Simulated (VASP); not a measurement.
# Ge3N4 (P6_3/m) in VASP: notebook

Aim: see how the results for Ge3N4 move with the level of theory and the settings. Levels: r2SCAN, PBE. Tasks: single point.

Program: VASP 6.6.1. These are calculated values, not measurements. Logs are shortened: lines on timing, memory, paths and dates and some standing lists are left out, and cuts for length are marked.

### 1 The cell of the first run

It takes space group P6_3/m (No. 176, hexagonal). Conventional cell: a = 8.124 Å, b = 8.124 Å, c = 3.067 Å, α = 90.00°, β = 90.00°, γ = 120.00°. Within 2.4 Å of Ge (site symmetry m) lie 4 N at 1.84 to 1.86 Å. Within 2.4 Å of N (site symmetry -6) lie 3 Ge at 1.84 Å. N (site symmetry m) has 3 Ge at 1.84 to 1.86 Å within 2.4 Å.

### 2 Single point, r2SCAN (epitaxial xy strain +1.0%)

File POSCAR:

```
Ge3N4
1.0
    8.1243667178      0.0000000000      0.0000000000
   -4.0621833589      7.0359079673      0.0000000000
    0.0000000000      0.0000000000      3.0671408214
Ge N
6 8
Direct
    0.8268995689      0.2336841297      0.7500000000
    0.5932154392      0.8268995689      0.2500000000
    0.2336841297      0.4067845608      0.2500000000
    0.7663158703      0.5932154392      0.7500000000
    0.4067845608      0.1731004311      0.7500000000
    0.1731004311      0.7663158703      0.2500000000
    0.6666666667      0.3333333333      0.7500000000
    0.3333333333      0.6666666667      0.2500000000
    0.6689746006      0.9716604200      0.7500000000
    0.6973141806      0.6689746006      0.2500000000
    0.9716604200      0.3026858194      0.2500000000
    0.0283395800      0.6973141806      0.7500000000
    0.3310253994      0.0283395800      0.2500000000
    0.3026858194      0.3310253994      0.7500000000
```

File INCAR.step1:

```
PREC     = Accurate       # precision mode
ENCUT    = 660            # plane-wave cutoff, eV
ISMEAR   = 0              # smearing method
SIGMA    = 0.01           # smearing width, eV
LREAL    = False          # projectors in reciprocal space
LASPH    = True           # aspherical terms in the spheres
NELM     = 120            # most SCF steps
NBANDS   = 75             # bands
GGA      = PE             # functional
ALGO     = Normal         # electronic algorithm
EDIFF    = 1E-5           # SCF threshold, eV
LWAVE    = True           # write WAVECAR
LCHARG   = False          # write CHGCAR
GGA_COMPAT= False        
KPAR     = 4
```

File INCAR.step2:

```
PREC     = Accurate       # precision mode
ENCUT    = 660            # plane-wave cutoff, eV
EDIFF    = 1E-6           # SCF threshold, eV
ISMEAR   = 0              # smearing method
SIGMA    = 0.01           # smearing width, eV
LREAL    = False          # projectors in reciprocal space
LASPH    = True           # aspherical terms in the spheres
NELM     = 120            # most SCF steps
ALGO     = Normal         # electronic algorithm
ISIF     = 2              # what is computed and relaxed
LWAVE    = False          # write WAVECAR
LCHARG   = True           # write CHGCAR
METAGGA  = R2SCAN         # meta-GGA
LMIXTAU  = True         
LVHAR    = True         
NBANDS   = 75             # bands
ISTART   = 1            
GGA_COMPAT= False        
KPAR     = 4
```

File KPOINTS:

```
regular mesh
0
Gamma
  6 6 8
```

Potentials or basis: VASP PAW PBE potentials, release 64 (Ge_d, N).

Run with:

```
$ cat potpaw_PBE.64/Ge_d/POTCAR potpaw_PBE.64/N/POTCAR > POTCAR
$ cp INCAR.step1 INCAR
$ mpirun -np 4 vasp_std > vasp.out
$ cp INCAR.step2 INCAR
$ mpirun -np 4 vasp_std > vasp.out
```

OUTCAR:

```text
PREC = Accurate
   ENCUT = 660
   EDIFF = 1E-6
   ISMEAR = 0
   LREAL = False
   LASPH = True
   NELM = 120
   ISIF = 2
   METAGGA = R2SCAN
   ISTART = 1

 ion  position               nearest neighbor table
   1  0.827  0.234  0.750-  11 1.84  11 1.84   7 1.84   9 1.86
   2  0.593  0.827  0.250-   9 1.84   9 1.84   8 1.84  10 1.86
   3  0.234  0.407  0.250-  14 1.84  14 1.84   8 1.84  11 1.86
   4  0.766  0.593  0.750-  10 1.84  10 1.84   7 1.84  12 1.86
   5  0.407  0.173  0.750-  13 1.84  13 1.84   7 1.84  14 1.86
   6  0.173  0.766  0.250-  12 1.84  12 1.84   8 1.84  13 1.86
   7  0.667  0.333  0.750-   1 1.84   5 1.84   4 1.84
   8  0.333  0.667  0.250-   6 1.84   2 1.84   3 1.84
   9  0.669  0.972  0.750-   2 1.84   2 1.84   1 1.86
  10  0.697  0.669  0.250-   4 1.84   4 1.84   2 1.86
  11  0.972  0.303  0.250-   1 1.84   1 1.84   3 1.86
  12  0.028  0.697  0.750-   6 1.84   6 1.84   4 1.86
  13  0.331  0.028  0.250-   5 1.84   5 1.84   6 1.86
  14  0.303  0.331  0.750-   3 1.84   3 1.84   5 1.86

  LATTYP: Found a hexagonal cell.
 ALAT       =     8.1243667178
 C/A-ratio  =     0.3775236801

  Lattice vectors:

 A1 = (   8.1243667178,   0.0000000000,   0.0000000000)
 A2 = (  -4.0621833589,   7.0359079673,   0.0000000000)
 A3 = (   0.0000000000,   0.0000000000,   3.0671408214)

Analysis of symmetry for initial positions (statically):
=====================================================================
 Subroutine PRICEL returns:
 Original cell was already a primitive cell.

 Routine SETGRP: Setting up the symmetry group for a
 hexagonal supercell.

 Subroutine GETGRP returns: Found 12 space group operations
 (whereof  6 operations were pure point group operations)
 out of a pool of 24 trial point group operations.

The static configuration has the point symmetry S_6 .
 The point group associated with its full space group is C_6h.

Analysis of symmetry for dynamics (positions and initial velocities):
=====================================================================
 Subroutine PRICEL returns:
 Original cell was already a primitive cell.

 Routine SETGRP: Setting up the symmetry group for a
 hexagonal supercell.

 Subroutine GETGRP returns: Found 12 space group operations
 (whereof  6 operations were pure point group operations)
 out of a pool of 24 trial point group operations.

The dynamic configuration has the point symmetry S_6 .
 The point group associated with its full space group is C_6h.

 Subroutine INISYM returns: Found 12 space group operations
 (whereof  6 operations are pure point group operations),
 and found     1 'primitive' translations

----------------------------------------------------------------------------------------

                                     Primitive cell

  volume of cell :     175.3248

  direct lattice vectors                    reciprocal lattice vectors
     8.124366718  0.000000000  0.000000000     0.123086517  0.071064034  0.000000000
    -4.062183359  7.035907967  0.000000000     0.000000000  0.142128067  0.000000000
     0.000000000  0.000000000  3.067140821     0.000000000  0.000000000  0.326036546

  length of vectors
     8.124366718  8.124366718  3.067140821     0.142128067  0.142128067  0.326036546

  position of ions in fractional coordinates (direct lattice)
     0.826899569  0.233684130  0.750000000
     0.593215439  0.826899569  0.250000000
     0.233684130  0.406784561  0.250000000
     0.766315870  0.593215439  0.750000000
     0.406784561  0.173100431  0.750000000
     0.173100431  0.766315870  0.250000000
     0.666666667  0.333333333  0.750000000
     0.333333333  0.666666667  0.250000000
     0.668974601  0.971660420  0.750000000
     0.697314181  0.668974601  0.250000000
     0.971660420  0.302685819  0.250000000
     0.028339580  0.697314181  0.750000000
     0.331025399  0.028339580  0.250000000
     0.302685819  0.331025399  0.750000000

  ion indices of the primitive-cell ions
   primitive index   ion index
                 1           1
                 2           2
                 3           3
                 4           4
                 5           5
                 6           6
                 7           7
                 8           8
                 9           9
                10          10
                11          11
                12          12
                13          13
                14          14

----------------------------------------------------------------------------------------

 KPOINTS: regular mesh

Automatic generation of k-mesh.
 Grid dimensions read from file:
 generate k-points for:    6    6    8

 Generating k-lattice:

  Cartesian coordinates                     Fractional coordinates (reciprocal lattice)
     0.020514419  0.011844006  0.000000000     0.166666667  0.000000000  0.000000000
     0.000000000  0.023688011  0.000000000     0.000000000  0.166666667  0.000000000
[... 44 lines left out ...]
   LREAL  =      F    real-space projection
   EDIFFG = 0.1E-04   stopping-criterion for IOM
   NSW    =      0    number of steps for IOM
   IBRION =     -1    ionic relax: 0-MD 1-quasi-New 2-CG
   NFREE  =      0    steps in history (QN), initial steepest desc. (CG)
   ISIF   =      2    stress and relaxation
   ISYM   =      2    0-nonsym 1-usesym 2-fastsym
   POTIM  = 0.5000    time-step for ionic-motion
   TEBEG  =    0.0;   TEEND  =   0.0 temperature during run
   PSTRESS=    0.0 pullay stress
   NELECT =     124.0000    total number of electrons
   NUPDOWN=      -1.0000    fix difference up-down
   EMIN   =  10.00;   EMAX   =-10.00  energy-range for DOS
   EFERMI =   0.00;   METHOD = LEGACY
   ISMEAR =     0;   SIGMA  =   0.01  broadening in eV -4-tet -1-fermi 0-gaus
   EFERMI_NEDOS =   21; number of points for ismear=-14 and -15
   IALGO  =     38    algorithm
   IMIX   =      4    mixing-type and parameters
     AMIX     =   0.40;   BMIX     =  1.00
     AMIX_MAG =   1.60;   BMIX_MAG =  1.00
  volume/ion in A,a.u.               =      12.52        84.51
  Fermi-wavevector in a.u.,A,eV,Ry     =   1.458593  2.756342 28.946326  2.127495
  Thomas-Fermi vector in A             =   2.575260
   LORBIT       =      0    0 simple, 1 ext, 2 COOP (PROOUT), +10 PAW based schemes
   METAGGA = R2SCAN    functional components
   LHFCALC =     F    Hartree Fock is set to
   AEXX    =    0.0000 exact exchange contribution
   IVDW    =     0    specifies the selected vdW correction
   LEPSILON=     F    determine dielectric tensor
   LRPA    =     F    only Hartree local field effects (RPA)
 non-spin polarized calculation
 Gauss-broadening in eV      SIGMA  =   0.01
  energy-cutoff  :      660.00
  volume of cell :      175.32
 maximum number of plane-waves:      6817
 NGX is ok and might be reduce to    70
   NGX = 35   NGY = 35   NGZ = 13

 number of electron     123.9999996 magnetization

 Free energy of the ion-electron system (eV)
  ---------------------------------------------------
  ext. energy  EPLUGINS =         0.00000000
  ---------------------------------------------------
  free energy    TOTEN  =      -158.91575293 eV

  energy without entropy =     -158.91575293  energy(sigma->0) =     -158.91575293

 E-fermi :   4.7725     XC(G=0): -11.6817

 val. band max:        4.6978991525   @ k =   0.0000   0.0000   0.0000
 cond. band min:       7.1013034794   @ k =   0.0000   0.0000   0.0000
 fundamental gap:      2.4034043269
 Fermi energy:         4.7725462258

 k-point     1 :       0.0000    0.0000    0.0000
  band No.  band energies     occupation
      1     -20.5209      2.00000
      2     -20.4909      2.00000
      3     -20.4909      2.00000
      4     -20.4862      2.00000
      5     -20.4453      2.00000
      6     -20.4453      2.00000
[... 66 lines left out ...]
     73      12.9829      0.00000
     74      13.3719      0.00000
[... 1769 lines left out ...]
     73      12.8173      0.00000
     74      12.8175      0.00000

 [... further k-points ...]

 [bands above 74 left out]

------------------------ aborting loop because EDIFF is reached ----------------------------------------

  FORCE on cell =-STRESS in cart. coord.  units (eV):
  Direction    XX          YY          ZZ          XY          YZ          ZX
  --------------------------------------------------------------------------------------
  -------------------------------------------------------------------------------------
  Total       -4.0690803     -4.0690803      0.7362280      0.0000218     -0.0000000      0.0000000
  in kB      -37.1846290    -37.1846290      6.7278999      0.0001995     -0.0000000      0.0000000
  external PRESSURE =     -22.5471194 kB  Pullay stress =       0.0000000 kB

 VOLUME and BASIS-vectors are now :
 -----------------------------------------------------------------------------
  energy-cutoff  :      660.00
  volume of cell :      175.32
      direct lattice vectors                 reciprocal lattice vectors
     8.124366718  0.000000000  0.000000000     0.123086517  0.071064034  0.000000000
    -4.062183359  7.035907967  0.000000000     0.000000000  0.142128067  0.000000000
     0.000000000  0.000000000  3.067140821     0.000000000  0.000000000  0.326036546

 POSITION                                       TOTAL-FORCE (eV/Angst)
 -----------------------------------------------------------------------------------
      5.76877      1.64418      2.30036        -0.004745      0.005953     -0.000000
      1.46048      5.81799      0.76679        -0.007528     -0.001133     -0.000000
      0.24610      2.86210      0.76679         0.002783      0.007086     -0.000000
      3.81608      4.17381      2.30036        -0.002783     -0.007086     -0.000000
      2.60170      1.21792      2.30036         0.007528      0.001133     -0.000000
     -1.70658      5.39173      0.76679         0.004745     -0.005953     -0.000000
      4.06218      2.34530      2.30036        -0.000000     -0.000000     -0.000000
     -0.00000      4.69061      0.76679         0.000000     -0.000000      0.000000
      1.48793      6.83651      2.30036        -0.001341      0.010629     -0.000000
      2.94774      4.70684      0.76679        -0.009875      0.004154      0.000000
      6.66456      2.12967      0.76679         0.008535      0.006475     -0.000000
     -2.60238      4.90624      2.30036        -0.008535     -0.006475     -0.000000
      2.57425      0.19939      0.76679         0.001341     -0.010629     -0.000000
      1.11444      2.32906      2.30036         0.009875     -0.004154      0.000000
 -----------------------------------------------------------------------------------
    total drift:                                0.000000      0.000000     -0.000000

  FREE ENERGIE OF THE ION-ELECTRON SYSTEM (eV)
  ---------------------------------------------------
  free  energy   TOTEN  =      -158.9157529339 eV

  energy  without entropy=     -158.9157529339  energy(sigma->0) =     -158.91575293
```

It took 9.7 min on 4 MPI ranks of Intel Xeon Platinum 8488C (Sapphire Rapids), shared host; peak memory 0.74 GiB.

Results:

```
Free energy            : -158.9158 eV
Pressure               : -2.3 GPa
Largest force          : 0.011 eV/Å
Band gap on the k mesh : 2.40 eV
```

Forces in eV/Å, atoms in the order of the input:
```
Ge  -0.005  0.006  0.000
Ge  -0.008 -0.001  0.000
Ge   0.003  0.007  0.000
Ge  -0.003 -0.007  0.000
Ge   0.008  0.001  0.000
Ge   0.005 -0.006  0.000
N    0.000  0.000  0.000
N    0.000  0.000  0.000
N   -0.001  0.011  0.000
N   -0.010  0.004  0.000
N    0.009  0.006  0.000
N   -0.009 -0.006  0.000
N    0.001 -0.011  0.000
N    0.010 -0.004  0.000
```

Caveat: the cell differs from its parent crystal (epitaxial xy strain +1.0%); the PAW data sets were made with another functional, which shifts forces and pressure a little. A k mesh can miss the band edges.

### 3 Single point, PBE (epitaxial xy strain -3.0%)

File INCAR:

```
PREC = Accurate
ENCUT = 600
EDIFF = 1E-6
ISMEAR = -1
SIGMA = 0.02
LREAL = False
LASPH = True
NELM = 120
ALGO = Normal
ISIF = 2
LWAVE = False
LCHARG = True
GGA = PE
LELF = True
LVHAR = True
NBANDS = 75
GGA_COMPAT = False
```

KPOINTS is that of step 2.

File POSCAR:

```
Ge3N4
1.0
    7.8026096201      0.0000000000      0.0000000000
   -3.9013048100      6.7572581468      0.0000000000
    0.0000000000      0.0000000000      3.1289704933
Ge N
6 8
Direct
    0.8353703656      0.2397734851      0.7500000000
    0.5955968805      0.8353703656      0.2500000000
    0.2397734851      0.4044031195      0.2500000000
    0.7602265149      0.5955968805      0.7500000000
    0.4044031195      0.1646296344      0.7500000000
    0.1646296344      0.7602265149      0.2500000000
    0.6666666667      0.3333333333      0.7500000000
    0.3333333333      0.6666666667      0.2500000000
    0.6711634456      0.9738746812      0.7500000000
    0.6972887643      0.6711634456      0.2500000000
    0.9738746812      0.3027112357      0.2500000000
    0.0261253188      0.6972887643      0.7500000000
    0.3288365544      0.0261253188      0.2500000000
    0.3027112357      0.3288365544      0.7500000000
```

Potentials or basis: VASP PAW PBE potentials, release 64 (Ge_d, N).

Run with:

```
$ cat potpaw_PBE.64/Ge_d/POTCAR potpaw_PBE.64/N/POTCAR > POTCAR
$ mpirun -np 1 vasp_std > vasp.out
```

It took 8.5 min on 1 thread of Intel Xeon Platinum 8559C (Emerald Rapids), shared host; peak memory 0.58 GiB.

It converged, with:

| Quantity | Value |
| --- | --- |
| Free energy | -93.5291 eV |
| Pressure | 14.9 GPa |
| Largest force | 0.096 eV/Å |
| Band gap on the k mesh | 2.60 eV (least direct gap 2.69 eV) |

Forces on the atoms (eV/Å):
```
Ge   0.070  0.065  0.000
Ge  -0.021  0.093  0.000
Ge   0.091 -0.028  0.000
Ge  -0.091  0.028  0.000
Ge   0.021 -0.093  0.000
Ge  -0.070 -0.065  0.000
N    0.000  0.000  0.000
N    0.000  0.000  0.000
N   -0.005  0.014  0.000
N   -0.015  0.003  0.000
N    0.010  0.011  0.000
N   -0.010 -0.011  0.000
N    0.005 -0.014  0.000
N    0.015 -0.003  0.000
```

Stress tensor (GPa, compression positive):
```
18.99  0.00  0.00
 0.00 18.99  0.00
 0.00  0.00  6.58
```

Levels at points of the mesh, in eV from the valence-band top:
| k point | band 59 | band 60 | band 61 | band 62 | band 63 | band 64 | band 65 | band 66 |
| --- | --- | --- | --- | --- | --- | --- | --- | --- |
| (0.00, 0.00, 0.00) | -0.72 | -0.37 | -0.36 | -0.09 | 2.60 | 3.14 | 3.59 | 3.59 |
| (0.50, 0.00, 0.00) | -0.96 | -0.41 | -0.22 | -0.15 | 3.27 | 3.53 | 3.55 | 3.60 |
| (0.00, 0.00, 0.50) | -1.23 | -1.23 | -1.23 | -1.23 | 4.93 | 4.93 | 4.93 | 4.93 |
| (0.50, 0.00, 0.50) | -1.14 | -1.14 | -0.85 | -0.85 | 4.69 | 4.69 | 5.60 | 5.60 |

Caveat: the cell differs from its parent crystal (epitaxial xy strain -3.0%); the cell stands under pressure.

### 4 Single point, r2SCAN (epitaxial xy strain -3.0%)

POSCAR is that of step 3.

File INCAR.step1:

```
  PREC = Accurate
  ENCUT = 660
  ISMEAR = 0
  SIGMA = 0.01
  LREAL = F
  LASPH = T
  NELM = 120
  NBANDS = 75
  GGA = PE
  ALGO = Normal
  EDIFF = 1E-5
  LWAVE = T
  LCHARG = F
  GGA_COMPAT = F
  KPAR = 4
```

File INCAR.step2:

```
  PREC = Accurate
  ENCUT = 660
  EDIFF = 1E-6
  ISMEAR = 0
  SIGMA = 0.01
  LREAL = F
  LASPH = T
  NELM = 120
  ALGO = Normal
  ISIF = 2
  LWAVE = F
  LCHARG = F
  METAGGA = R2SCAN
  LMIXTAU = T
  NBANDS = 75
  ISTART = 1
  GGA_COMPAT = F
  KPAR = 4
```

File KPOINTS:

```
Automatic mesh
0
Gamma
  6 6 8
```

Run with:

```
$ cat potpaw_PBE.64/Ge_d/POTCAR potpaw_PBE.64/N/POTCAR > POTCAR
$ cp INCAR.step1 INCAR
$ mpirun -np 4 vasp_std > vasp.out
$ cp INCAR.step2 INCAR
$ mpirun -np 4 vasp_std > vasp.out
```

It took 9.2 min on 4 MPI ranks of Intel Xeon Platinum 8488C (Sapphire Rapids), shared host; peak memory 0.71 GiB.

Results (log left out):

```yaml
Free_energy: -158.4801 eV
Pressure: 9.9 GPa
Largest_force: 0.008 eV/Å
Band_gap_on_the_k_mesh: 3.04 eV (least direct gap 3.14 eV)
```

Forces on the atoms (eV/Å):
```
Ge   0.000  0.008  0.000
Ge  -0.006  0.004  0.000
Ge   0.007  0.004  0.000
Ge  -0.007 -0.004  0.000
Ge   0.006 -0.004  0.000
Ge   0.000 -0.008  0.000
N    0.000  0.000  0.000
N    0.000  0.000  0.000
N    0.000  0.003  0.000
N   -0.003  0.001  0.000
N    0.003  0.002  0.000
N   -0.003 -0.002  0.000
N    0.000 -0.003  0.000
N    0.003 -0.001  0.000
```

Stress tensor (GPa, compression positive):
```
14.41  0.00  0.00
 0.00 14.41  0.00
 0.00  0.00  0.77
```

Levels at points of the mesh, in eV from the valence-band top:
```
           k point  band 59  band 60  band 61  band 62  band 63  band 64  band 65  band 66
(0.00, 0.00, 0.00)    -0.71    -0.38    -0.36    -0.10     3.04     3.64     4.10     4.10
(0.50, 0.00, 0.00)    -0.96    -0.41    -0.23    -0.15     3.76     4.03     4.06     4.10
(0.00, 0.00, 0.50)    -1.26    -1.26    -1.25    -1.25     5.47     5.47     5.47     5.47
(0.50, 0.00, 0.50)    -1.17    -1.17    -0.88    -0.88     5.24     5.24     6.16     6.16
```

Caveat: the cell differs from its parent crystal (epitaxial xy strain -3.0%); the cell stands under pressure; the PAW data sets were made with another functional, which shifts forces and pressure a little.

### 5 The runs side by side

```tsv
level	cell	cutoff (eV)	smearing	gap on the mesh (eV)	pressure (GPa)	largest force (eV/Å)
r2SCAN	a = 8.124, b = 8.124, c = 3.067 Å, angles 90.0, 90.0, 120.0°, 14 atoms, epitaxial xy strain +1.0%	660	gaussian 0.01 eV	2.40	-2.3	0.01
PBE	a = 7.803, b = 7.803, c = 3.129 Å, angles 90.0, 90.0, 120.0°, 14 atoms, epitaxial xy strain -3.0%	600	fermi-dirac 0.02 eV	2.60	14.9	0.10
r2SCAN	a = 7.803, b = 7.803, c = 3.129 Å, angles 90.0, 90.0, 120.0°, 14 atoms, epitaxial xy strain -3.0%	660	gaussian 0.01 eV	3.04	9.9	0.01
```

Alike in all rows: task single point; potentials or basis VASP PAW PBE potentials, release 64 (Ge_d, N); no spin polarisation; k mesh 6 × 6 × 8.

Caveats: the PAW data sets were made with another functional, which shifts forces and pressure a little (at least some runs); the cell stands under pressure (at least some runs).

Total energies depend on the potentials used, so only differences within one code and one set of settings carry meaning.
